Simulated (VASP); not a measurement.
# CoSi2 (Fm-3m) in VASP: notebook

Runs on CoSi2. Level: PBE. Tasks: single point.

Program: VASP 6.6.1. These are calculated values, not measurements. Logs are shortened: lines on timing, memory, paths and dates and some standing lists are left out, and cuts for length are marked.

### 1 The cell of the first run

It takes space group Fm-3m (No. 225, cubic). Conventional cell: a = 5.247 Å, b = 5.247 Å, c = 5.247 Å, α = 90.00°, β = 90.00°, γ = 90.00°. Within 3.0 Å of Co (site symmetry m-3m) lie 8 Si at 2.27 Å. Within 3.0 Å of Si (site symmetry -43m) lie 4 Co at 2.27 Å and 6 Si at 2.62 Å.

### 2 Single point, PBE, collinear spin, ferromagnetic start (volume scaled by 0.94)

INCAR reads:

```
SYSTEM = CoSi2
PREC = Accurate
ENCUT = 520
EDIFF = 1E-6
ISMEAR = -1
SIGMA = 0.05
LREAL = .FALSE.
LASPH = .TRUE.
NELM = 150
ALGO = Normal
ISIF = 2
LWAVE = .FALSE.
LCHARG = .FALSE.
ISPIN = 2
MAGMOM = 2 0 0
LORBIT = 11
LMAXMIX = 4
GGA = PE
NBANDS = 20
```

KPOINTS reads:

```
regular mesh
0
G
  9 9 9
  0 0 0
```

POSCAR reads:

```
CoSi2
1.0
    0.0000000000      2.6233315991      2.6233315991
    2.6233315991      0.0000000000      2.6233315991
    2.6233315991      2.6233315991      0.0000000000
Co Si
1 2
Direct
    0.0000000000      0.0000000000      0.0000000000
    0.7500000000      0.7500000000      0.7500000000
    0.2500000000      0.2500000000      0.2500000000
```

Potentials or basis: VASP PAW PBE potentials, release 64 (Co, Si).

Command:

```
$ cat potpaw_PBE.64/Co/POTCAR potpaw_PBE.64/Si/POTCAR > POTCAR
$ mpirun -np 1 vasp_std > vasp.out
```

OUTCAR:

```text
SYSTEM = CoSi2
   PREC = Accurate
   ENCUT = 520
   EDIFF = 1E-6
   ISMEAR = -1
   LREAL = .FALSE.
   LASPH = .TRUE.
   NELM = 150
   ISIF = 2
   ISPIN = 2
   LORBIT = 11
   GGA = PE

 ion  position               nearest neighbor table
   1  0.000  0.000  0.000-   2 2.27   2 2.27   2 2.27   2 2.27   3 2.27   3 2.27   3 2.27   3 2.27

   2  0.750  0.750  0.750-   1 2.27   1 2.27   1 2.27   1 2.27   3 2.62   3 2.62   3 2.62   3 2.62
                             3 2.62   3 2.62
   3  0.250  0.250  0.250-   1 2.27   1 2.27   1 2.27   1 2.27   2 2.62   2 2.62   2 2.62   2 2.62
                             2 2.62   2 2.62

  LATTYP: Found a face centered cubic cell.
 ALAT       =     5.2466631982

  Lattice vectors:

 A1 = (   0.0000000000,   2.6233315991,   2.6233315991)
 A2 = (   2.6233315991,   0.0000000000,   2.6233315991)
 A3 = (   2.6233315991,   2.6233315991,   0.0000000000)

Analysis of symmetry for initial positions (statically):
=====================================================================
 Subroutine PRICEL returns:
 Original cell was already a primitive cell.

 Routine SETGRP: Setting up the symmetry group for a
 face centered cubic supercell.

 Subroutine GETGRP returns: Found 48 space group operations
 (whereof 48 operations were pure point group operations)
 out of a pool of 48 trial point group operations.

The static configuration has the point symmetry O_h .

Analysis of symmetry for dynamics (positions and initial velocities):
=====================================================================
 Subroutine PRICEL returns:
 Original cell was already a primitive cell.

 Routine SETGRP: Setting up the symmetry group for a
 face centered cubic supercell.

 Subroutine GETGRP returns: Found 48 space group operations
 (whereof 48 operations were pure point group operations)
 out of a pool of 48 trial point group operations.

The dynamic configuration has the point symmetry O_h .

Analysis of structural, dynamic, and magnetic symmetry:
=====================================================================
 Subroutine PRICEL returns:
 Original cell was already a primitive cell.

 Routine SETGRP: Setting up the symmetry group for a
 face centered cubic supercell.

 Subroutine GETGRP returns: Found 48 space group operations
 (whereof 48 operations were pure point group operations)
 out of a pool of 48 trial point group operations.

The overall configuration has the point symmetry O_h .

 Subroutine INISYM returns: Found 48 space group operations
 (whereof 48 operations are pure point group operations),
 and found     1 'primitive' translations

----------------------------------------------------------------------------------------

                                     Primitive cell

  volume of cell :      36.1068

  direct lattice vectors                    reciprocal lattice vectors
     0.000000000  2.623331599  2.623331599    -0.190597331  0.190597331  0.190597331
     2.623331599  0.000000000  2.623331599     0.190597331 -0.190597331  0.190597331
     2.623331599  2.623331599  0.000000000     0.190597331  0.190597331 -0.190597331

  length of vectors
     3.709951126  3.709951126  3.709951126     0.330124260  0.330124260  0.330124260

  position of ions in fractional coordinates (direct lattice)
     0.000000000  0.000000000  0.000000000
     0.750000000  0.750000000  0.750000000
     0.250000000  0.250000000  0.250000000

  ion indices of the primitive-cell ions
   primitive index   ion index
                 1           1
                 2           2
                 3           3

----------------------------------------------------------------------------------------

 KPOINTS: regular mesh

Automatic generation of k-mesh.
 Grid dimensions read from file:
 generate k-points for:    9    9    9

 Generating k-lattice:

  Cartesian coordinates                     Fractional coordinates (reciprocal lattice)
    -0.021177481  0.021177481  0.021177481     0.111111111  0.000000000  0.000000000
     0.021177481 -0.021177481  0.021177481     0.000000000  0.111111111  0.000000000
     0.021177481  0.021177481 -0.021177481     0.000000000  0.000000000  0.111111111

  Length of vectors
     0.036680473  0.036680473  0.036680473

  Shift w.r.t. Gamma in fractional coordinates (k-lattice)
     0.000000000  0.000000000  0.000000000

 Subroutine IBZKPT returns following result:
 ===========================================

 Found     35 irreducible k-points:

 Following reciprocal coordinates:
            Coordinates               Weight
  0.000000  0.000000  0.000000      1.000000
  0.111111  0.000000  0.000000      8.000000
  0.222222  0.000000  0.000000      8.000000
  0.333333  0.000000  0.000000      8.000000
  0.444444  0.000000  0.000000      8.000000
  0.111111  0.111111  0.000000      6.000000
[... 16 lines left out ...]
 -0.333333  0.333333  0.000000     12.000000
  0.444444  0.444444  0.000000      6.000000
 [... further k-points ...]
   k-points           NKPTS =     35   k-points in BZ     NKDIM =     35   number of bands    NBANDS=     20
   number of dos      NEDOS =    301   number of ions     NIONS =      3
   total plane-waves  NPLWV =  21952
   dimension x,y,z NGX =    28 NGY =   28 NGZ =   28
   dimension x,y,z NGXF=    56 NGYF=   56 NGZF=   56
   ions per type =               1   2
   NGX,Y,Z   is equivalent  to a cutoff of  12.55, 12.55, 12.55 a.u.
   NGXF,Y,Z  is equivalent  to a cutoff of  25.09, 25.09, 25.09 a.u.
 SYSTEM =  CoSi2
   PREC   = accura    normal or accurate (medium, high low for compatibility)
   ISTART =      0    job   : 0-new  1-cont  2-samecut
   ICHARG =      2    charge: 1-file 2-atom 10-const
   ISPIN  =      2    spin polarized calculation?
   LNONCOLLINEAR =      F non collinear calculations
   LSORBIT =      F    spin-orbit coupling
   LASPH  =      T    aspherical Exc in radial PAW
   ENCUT  =  520.0 eV  38.22 Ry    6.18 a.u.   6.90  6.90  6.90*2*pi/ulx,y,z
   NELM   =    150;   NELMIN=  2; NELMDL= -5     # of ELM steps
   EDIFF  = 0.1E-05   stopping-criterion for ELM
   LREAL  =      F    real-space projection
   EDIFFG = 0.1E-04   stopping-criterion for IOM
   NSW    =      0    number of steps for IOM
   IBRION =     -1    ionic relax: 0-MD 1-quasi-New 2-CG
   NFREE  =      0    steps in history (QN), initial steepest desc. (CG)
   ISIF   =      2    stress and relaxation
   ISYM   =      2    0-nonsym 1-usesym 2-fastsym
   POTIM  = 0.5000    time-step for ionic-motion
   TEBEG  =    0.0;   TEEND  =   0.0 temperature during run
   PSTRESS=    0.0 pullay stress
   NELECT =      17.0000    total number of electrons
   NUPDOWN=      -1.0000    fix difference up-down
   EMIN   =  10.00;   EMAX   =-10.00  energy-range for DOS
[... 5 lines left out ...]
     AMIX     =   0.40;   BMIX     =  1.00
     AMIX_MAG =   1.60;   BMIX_MAG =  1.00
  volume/ion in A,a.u.               =      12.04        81.22
  Fermi-wavevector in a.u.,A,eV,Ry     =   1.273585  2.406727 22.068906  1.622019
  Thomas-Fermi vector in A             =   2.406400
   LORBIT       =     11    0 simple, 1 ext, 2 COOP (PROOUT), +10 PAW based schemes
   GGA     = PE    functional components
   LHFCALC =     F    Hartree Fock is set to
   AEXX    =    0.0000 exact exchange contribution
   IVDW    =     0    specifies the selected vdW correction
   LEPSILON=     F    determine dielectric tensor
   LRPA    =     F    only Hartree local field effects (RPA)
 spin polarized calculation
  energy-cutoff  :      520.00
  volume of cell :       36.11
 maximum number of plane-waves:       984
   NGX = 13   NGY = 13   NGZ = 13

 number of electron      17.0000006 magnetization       0.0046803

 number of electron      17.0000006 magnetization      -0.0000012

 Free energy of the ion-electron system (eV)
  ---------------------------------------------------
  ext. energy  EPLUGINS =         0.00000000
  ---------------------------------------------------
  free energy    TOTEN  =       -19.20318773 eV

  energy without entropy =      -19.19311638  energy(sigma->0) =      -19.19815205

 E-fermi :  10.9100     XC(G=0): -12.0339

 val. band max:       10.9026901101   @ k =  -0.2222   0.1111   0.0000
 cond. band min:      10.9258315637   @ k =   0.3333   0.1111   0.0000
 fundamental gap:      0.0231414535
 Fermi energy:        10.9100409024

 spin component 1

 k-point     1 :       0.0000    0.0000    0.0000
  band No.  band energies     occupation
      1      -2.6638      1.00000
      2       6.5879      1.00000
      3       6.5879      1.00000
      4       6.5879      1.00000
      5       8.8314      1.00000
      6       8.8314      1.00000
[... 12 lines left out ...]
     19      21.7522      0.00000
     20      27.1715      0.00000
[... 507 lines left out ...]
 k-point    24 :       0.4444    0.4444    0.0000
  band No.  band energies     occupation
      1       1.1953      1.00000
      2       3.9149      1.00000
      3       4.3776      1.00000
      4       7.0661      1.00000
      5       7.0661      1.00000
      6       8.9314      1.00000
[... 12 lines left out ...]
     19      26.4960      0.00000
     20      26.7562      0.00000

 [... further k-points ...]

 spin component 2

 k-point     1 :       0.0000    0.0000    0.0000
  band No.  band energies     occupation
      1      -2.6638      1.00000
      2       6.5879      1.00000
      3       6.5879      1.00000
      4       6.5879      1.00000
      5       8.8313      1.00000
      6       8.8313      1.00000
[... 12 lines left out ...]
     19      21.7523      0.00000
     20      27.1715      0.00000
[... 507 lines left out ...]
 k-point    24 :       0.4444    0.4444    0.0000
  band No.  band energies     occupation
      1       1.1952      1.00000
      2       3.9148      1.00000
      3       4.3776      1.00000
      4       7.0660      1.00000
      5       7.0660      1.00000
      6       8.9313      1.00000
[... 12 lines left out ...]
     19      26.4959      0.00000
     20      26.7562      0.00000

 [... further k-points ...]
[... 5 lines left out ...]
  --------------------------------------------------------------------------------------
  -------------------------------------------------------------------------------------
  Total        2.9579325      2.9579325      2.9579325     -0.0000000      0.0000000     -0.0000000
  in kB      131.2530092    131.2530092    131.2530092     -0.0000000      0.0000000     -0.0000000
  external PRESSURE =     131.2530092 kB  Pullay stress =       0.0000000 kB

 VOLUME and BASIS-vectors are now :
 -----------------------------------------------------------------------------
  energy-cutoff  :      520.00
  volume of cell :       36.11
      direct lattice vectors                 reciprocal lattice vectors
     0.000000000  2.623331599  2.623331599    -0.190597331  0.190597331  0.190597331
     2.623331599  0.000000000  2.623331599     0.190597331 -0.190597331  0.190597331
     2.623331599  2.623331599  0.000000000     0.190597331  0.190597331 -0.190597331

 POSITION                                       TOTAL-FORCE (eV/Angst)
 -----------------------------------------------------------------------------------
      0.00000      0.00000      0.00000        -0.000000     -0.000000     -0.000000
      3.93500      3.93500      3.93500        -0.000000     -0.000000     -0.000000
      1.31167      1.31167      1.31167         0.000000      0.000000      0.000000
 -----------------------------------------------------------------------------------
    total drift:                               -0.000000     -0.000000      0.000000

  FREE ENERGIE OF THE ION-ELECTRON SYSTEM (eV)
  ---------------------------------------------------
  free  energy   TOTEN  =       -19.2031877310 eV

  energy  without entropy=      -19.1931163767  energy(sigma->0) =      -19.19815205

 total charge

# of ion       s       p       d       tot
------------------------------------------
    1        0.574   0.796   7.663   9.034
    2        0.717   0.915   0.000   1.632
    3        0.717   0.915   0.000   1.632
--------------------------------------------------
tot          2.008   2.627   7.663  12.298

 magnetization (x)

# of ion       s       p       d       tot
------------------------------------------
    1       -0.000  -0.000  -0.000  -0.000
    2        0.000  -0.000   0.000   0.000
    3        0.000  -0.000   0.000   0.000
--------------------------------------------------
tot          0.000  -0.000  -0.000  -0.000
```

Run time: 70 s. Hardware: 1 thread of AMD EPYC 7R43 (Zen 3), shared host; peak memory 0.15 GiB.

What came out:

```yaml
Free_energy: -19.2032 eV
Pressure: 13.1 GPa
Net_moment: 0.00 μB per cell
Valence_electrons_inside_the_program's_atomic_spheres: Co 9.03; Si 1.63
```

Levels at points of the mesh, in eV from the Fermi level:
Spin up:
```
           k point  band 7  band 8  band 9  band 10  band 11  band 12
(0.00, 0.00, 0.00)    1.43    3.50    3.50     3.50     3.70     3.70
```
Spin down:
| k point | band 6 | band 7 | band 8 | band 9 | band 10 | band 11 | band 12 | band 13 |
| --- | --- | --- | --- | --- | --- | --- | --- | --- |
| (0.00, 0.00, 0.00) | -2.08 | 1.43 | 3.50 | 3.50 | 3.50 | 3.70 | 3.70 | 3.70 |

Caveat: the starting moments collapsed, and a magnetic state may lie lower.

### 3 Single point, PBE, collinear spin, ferromagnetic start (volume scaled by 0.96)

INCAR reads:

```
PREC     = Accurate       # precision mode
ENCUT    = 520            # plane-wave cutoff, eV
EDIFF    = 1E-6           # SCF threshold, eV
ISMEAR   = -1             # smearing method
SIGMA    = 0.05           # smearing width, eV
LREAL    = False          # projectors in reciprocal space
LASPH    = True           # aspherical terms in the spheres
NELM     = 150            # most SCF steps
ALGO     = Normal         # electronic algorithm
ISIF     = 2              # what is computed and relaxed
LWAVE    = False          # write WAVECAR
LCHARG   = False          # write CHGCAR
ISPIN    = 2              # spin polarisation
MAGMOM   = 2 0 0          # initial moments
LORBIT   = 11             # projections on sites
LMAXMIX  = 4              # l up to which the mixer works
GGA      = PE             # functional
NBANDS   = 20             # bands
```

KPOINTS reads:

```
regular mesh
0
Gamma
  9 9 9
```

POSCAR reads:

```
CoSi2
1.0
    0.0000000000      2.6418063740      2.6418063740
    2.6418063740      0.0000000000      2.6418063740
    2.6418063740      2.6418063740      0.0000000000
Co Si
1 2
Direct
    0.0000000000      0.0000000000      0.0000000000
    0.7500000000      0.7500000000      0.7500000000
    0.2500000000      0.2500000000      0.2500000000
```

Potentials or basis: VASP PAW PBE potentials, release 64 (Co, Si).

Command:

```
$ cat potpaw_PBE.64/Co/POTCAR potpaw_PBE.64/Si/POTCAR > POTCAR
$ mpirun -np 1 vasp_std > vasp.out
```

Run time: 82 s. Hardware: 1 thread of AMD EPYC 7R43 (Zen 3), shared host; peak memory 0.16 GiB.

It converged, with:

| Property | Result |
| --- | --- |
| Free energy | -19.2546 eV |
| Pressure | 8.4 GPa |
| Net moment | 0.00 μB per cell |
| Valence electrons inside the program's atomic spheres | Co 8.97; Si 1.62 |

Levels at points of the mesh, in eV from the Fermi level:
Spin up:
| k point | band 6 | band 7 | band 8 | band 9 | band 10 | band 11 | band 12 | band 13 |
| --- | --- | --- | --- | --- | --- | --- | --- | --- |
| (0.00, 0.00, 0.00) | -2.01 | 1.21 | 3.50 | 3.50 | 3.50 | 3.61 | 3.61 | 3.61 |
Spin down:
```csv
k point,band 6,band 7,band 8,band 9,band 10,band 11,band 12,band 13
"(0.00, 0.00, 0.00)",-2.01,1.21,3.50,3.50,3.50,3.61,3.61,3.61
```

Caveat: the starting moments collapsed, and a magnetic state may lie lower.
